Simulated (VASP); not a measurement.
# Al: single point with LDA

The system is Al.

```
Al
1.0
     0.00000    2.93428    2.93428
     2.93428    0.00000    2.93428
     2.93428    2.93428    0.00000
Al
2
Direct
  0.12500 0.12500 0.12500
  0.87500 0.87500 0.87500
```

This cell differs from its parent crystal: volume scaled by 0.96.

| Property | Result |
| --- | --- |
| Program | VASP 6.6.1 |
| Task | single point |
| Functional | LDA |
| Potentials or basis | VASP PAW LDA potentials, release 64 (Al) |
| Cutoff | 520 eV |
| k mesh | 10 × 10 × 10 |
| Occupations | fermi-dirac, width 0.1 eV |
| Spin | no spin polarisation |
| Dipole correction | no |
| Further INCAR settings | ALGO = Normal; EDIFF = 1e-07; NBANDS = 10 |

* Pressure: 1.9 GPa
* Band gap on the k mesh: zero (band 3 reaches 5.46 eV, above the bottom of band 4 at 1.74 eV)

Levels at points of the mesh, in eV from the Fermi level:
| k point | band 1 | band 2 | band 3 | band 4 | band 5 | band 6 |
| --- | --- | --- | --- | --- | --- | --- |
| (0.00, 0.00, 0.00) | -8.23 | 2.26 | 2.26 | 2.26 | 4.11 | 4.11 |
| (0.50, 0.00, 0.00) | -6.04 | -4.07 | 1.19 | 1.19 | 3.52 | 4.48 |
| (0.50, 0.50, 0.00) | -4.48 | -4.48 | -0.42 | -0.42 | 2.07 | 2.07 |

It took 7.2 s on 1 thread of Intel(R) Xeon(R) 6975P-C (Granite Rapids) (shared host), peak memory 0.15 GiB.
